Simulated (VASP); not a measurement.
# TiAl (P4/mmm) in VASP: notebook, part 2 of 2

VASP 6.6.1. Earlier steps stand in the parts before.

## 5. Single point, LDA (17.08 Å³/atom)

INCAR reads:

```
ALGO = Fast
EDIFF = 1E-6
ENCUT = 520
ISIF = 2
ISMEAR = 0
LASPH = True
LCHARG = True
LELF = True
LREAL = False
LVHAR = True
LWAVE = False
NBANDS = 14
NELM = 60
PREC = Accurate
SIGMA = 0.15
```

KPOINTS reads:

```
k-points
0
Gamma
  16 16 16
```

POSCAR reads:

```
TiAl
1.0
    3.4299578968      0.0000000000      0.0000000000
    0.0000000000      3.4299578968      0.0000000000
    0.0000000000      0.0000000000      2.9027733680
Ti Al
1 1
Direct
    0.0000000000      0.0000000000      0.0000000000
    0.5000000000      0.5000000000      0.5000000000
```

Potentials or basis: VASP PAW LDA potentials, release 64 (Ti_sv, Al).

On the command line:

```sh
$ cat potpaw_LDA.64/Ti_sv/POTCAR potpaw_LDA.64/Al/POTCAR > POTCAR
$ mpirun -np 1 vasp_std > vasp.out
```

OUTCAR:

```text
EDIFF = 1E-6
   ENCUT = 520
   ISIF = 2
   ISMEAR = 0
   LASPH = True
   LREAL = False
   NELM = 60
   PREC = Accurate

 ion  position               nearest neighbor table
   1  0.000  0.000  0.000-   2 2.83   2 2.83   2 2.83   2 2.83   2 2.83   2 2.83   2 2.83   2 2.83

   2  0.500  0.500  0.500-   1 2.83   1 2.83   1 2.83   1 2.83   1 2.83   1 2.83   1 2.83   1 2.83

  LATTYP: Found a simple tetragonal cell.
 ALAT       =     3.4299578968
 C/A-ratio  =     0.8463000000

  Lattice vectors:

 A1 = (   3.4299578968,   0.0000000000,   0.0000000000)
 A2 = (   0.0000000000,   3.4299578968,   0.0000000000)
 A3 = (   0.0000000000,   0.0000000000,   2.9027733680)

Analysis of symmetry for initial positions (statically):
=====================================================================
 Subroutine PRICEL returns:
 Original cell was already a primitive cell.

 Routine SETGRP: Setting up the symmetry group for a
 simple tetragonal supercell.

 Subroutine GETGRP returns: Found 16 space group operations
 (whereof 16 operations were pure point group operations)
 out of a pool of 16 trial point group operations.

The static configuration has the point symmetry D_4h.

Analysis of symmetry for dynamics (positions and initial velocities):
=====================================================================
 Subroutine PRICEL returns:
 Original cell was already a primitive cell.

 Routine SETGRP: Setting up the symmetry group for a
 simple tetragonal supercell.

 Subroutine GETGRP returns: Found 16 space group operations
 (whereof 16 operations were pure point group operations)
 out of a pool of 16 trial point group operations.

The dynamic configuration has the point symmetry D_4h.

 Subroutine INISYM returns: Found 16 space group operations
 (whereof 16 operations are pure point group operations),
 and found     1 'primitive' translations

----------------------------------------------------------------------------------------

[... 122 lines left out ...]
   LRPA    =     F    only Hartree local field effects (RPA)
 non-spin polarized calculation
 RMM-DIIS sequential band-by-band and
 Gauss-broadening in eV      SIGMA  =   0.15
  energy-cutoff  :      520.00
  volume of cell :       34.15
 maximum number of plane-waves:       940
 NGX is ok and might be reduce to    28
   NGX = 13   NGY = 13   NGZ = 11

 number of electron      15.0000003 magnetization

 Free energy of the ion-electron system (eV)
  ---------------------------------------------------
  ext. energy  EPLUGINS =         0.00000000
  ---------------------------------------------------
  free energy    TOTEN  =       -13.21865294 eV

  energy without entropy =      -13.18654738  energy(sigma->0) =      -13.20260016

 E-fermi :   7.7958     XC(G=0): -11.0413

 val. band max:        7.7950117041   @ k =   0.2500   0.1875   0.1875
 cond. band min:       7.7985410824   @ k =   0.1875   0.0000   0.5000
 fundamental gap:      0.0035293783
 Fermi energy:         7.7958046173

 k-point     1 :       0.0000    0.0000    0.0000
  band No.  band energies     occupation
      1     -48.4052      2.00000
      2     -25.0636      2.00000
      3     -25.0636      2.00000
      4     -24.7850      2.00000
      5      -1.0563      2.00000
      6       6.4163      2.00000
      7       6.6634      2.00000
      8       9.0054      0.00000
      9       9.9130      0.00000
     10       9.9130      0.00000
     11      10.6594      0.00000
     12      10.6594      0.00000
     13      15.3071      0.00000
     14      15.3734      0.00000
[... 377 lines left out ...]
      1     -48.3985      2.00000
      2     -25.1462      2.00000
      3     -25.0680      2.00000
      4     -24.7787      2.00000
      5       1.6004      2.00000
      6       3.0503      2.00000
      7       7.0673      2.00000
      8       7.1946      2.00000
      9       9.1926      0.00000
     10       9.9131      0.00000
     11      10.0512      0.00000
     12      13.2499      0.00000
     13      14.4106      0.00000
     14      16.7459      0.00000

 [... further k-points ...]

------------------------ aborting loop because EDIFF is reached ----------------------------------------

  FORCE on cell =-STRESS in cart. coord.  units (eV):
  Direction    XX          YY          ZZ          XY          YZ          ZX
  --------------------------------------------------------------------------------------
  -------------------------------------------------------------------------------------
  Total       -2.1422888     -2.1422888     -2.3840497      0.0000000      0.0000000      0.0000000
  in kB     -100.5073671   -100.5073671   -111.8497898      0.0000000      0.0000000      0.0000000
  external PRESSURE =    -104.2881747 kB  Pullay stress =       0.0000000 kB

 VOLUME and BASIS-vectors are now :
 -----------------------------------------------------------------------------
  energy-cutoff  :      520.00
  volume of cell :       34.15
      direct lattice vectors                 reciprocal lattice vectors
     3.429957897  0.000000000  0.000000000     0.291548768  0.000000000  0.000000000
     0.000000000  3.429957897  0.000000000     0.000000000  0.291548768  0.000000000
     0.000000000  0.000000000  2.902773368     0.000000000  0.000000000  0.344498131

 POSITION                                       TOTAL-FORCE (eV/Angst)
 -----------------------------------------------------------------------------------
      0.00000      0.00000      0.00000         0.000000      0.000000      0.000000
      1.71498      1.71498      1.45139         0.000000      0.000000      0.000000
 -----------------------------------------------------------------------------------
    total drift:                               -0.000000     -0.000000     -0.000000

  FREE ENERGIE OF THE ION-ELECTRON SYSTEM (eV)
  ---------------------------------------------------
  free  energy   TOTEN  =       -13.2186529398 eV

  energy  without entropy=      -13.1865473777  energy(sigma->0) =      -13.20260016
```

Run time: 9.6 min. Hardware: 1 thread of Intel Xeon 8259CL, shared host; peak memory 0.3 GiB.

What came out:

| Quantity | Value |
| --- | --- |
| Free energy | -13.2187 eV |
| Pressure | -10.4 GPa |
| Band gap on the k mesh | zero (an odd number of electrons rules out a gap without spin polarisation) |

Caveat: the cell stands under tension.

## 6. Overview

| cell | further INCAR settings | gap on the mesh (eV) | pressure (GPa) |
| --- | --- | --- | --- |
| a = 2.849, b = 2.849, c = 4.206 Å, 2 atoms | ALGO = Fast; EDIFF = 1e-06; NBANDS = 14 | none | -11.1 |
| a = 2.957, b = 2.957, c = 3.905 Å, 2 atoms | ALGO = Fast; EDIFF = 1e-07; NBANDS = 14 | none | -11.2 |
| a = 3.069, b = 3.069, c = 3.626 Å, 2 atoms | ALGO = Fast; EDIFF = 1e-07; NBANDS = 14 | none | -11.2 |
| a = 3.430, b = 3.430, c = 2.903 Å, 2 atoms | ALGO = Fast; EDIFF = 1e-06; NBANDS = 14 | none | -10.4 |

Alike in all rows: task single point; level LDA; potentials or basis VASP PAW LDA potentials, release 64 (Ti_sv, Al); no spin polarisation; k mesh 16 × 16 × 16; cutoff (eV) 520; smearing gaussian 0.15 eV.

Caveats: the cell stands under tension (at least some runs); the stress differs along the axes, from -13 to -8 GPa (at least some runs); the stress differs along the axes, from -14 to -5 GPa (at least some runs).

Absolute energies hang on the potentials; compare differences alone.
